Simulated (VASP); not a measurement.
Here is a VASP 6.6.1 calculation.

The input INCAR:

```
  PREC = Accurate
  ENCUT = 520
  EDIFF = 1E-6
  ISMEAR = -1
  SIGMA = 0.05
  LREAL = F
  LASPH = T
  NELM = 100
  ALGO = Normal
  ISIF = 2
  LWAVE = F
  LCHARG = T
  GGA = CA
  LELF = T
  LVHAR = T
  NBANDS = 16
```

Contents of KPOINTS:

```
Automatic mesh
0
Gamma
  10 10 10
```

Contents of POSCAR:

```
GaP
1.0
    0.0000000000      2.6979975000      2.7252500000
    2.6979975000      0.0000000000      2.7252500000
    2.6979975000      2.6979975000      0.0000000000
Ga P
1 1
Direct
    0.0000000000      0.0000000000      0.0000000000
    0.7500000000      0.7500000000      0.7500000000
```

Potentials or basis: VASP PAW LDA potentials, release 64 (Ga_d, P).

Launch:

```console
$ cat potpaw_LDA.64/Ga_d/POTCAR potpaw_LDA.64/P/POTCAR > POTCAR
$ mpirun -np 1 vasp_std > vasp.out
```

Estimate the pressure.

-1.0 GPa.

What does it give for the band gap on the k mesh?

1.37 eV (least direct gap 1.78 eV).

Stress tensor (GPa, compression positive):
```
-0.77  0.00  0.00
 0.00 -0.77  0.00
 0.00  0.00 -1.57
```

Caveat: the cell differs from its parent crystal (equal xx and yy strain of -1 %). A k mesh can miss the band edges.
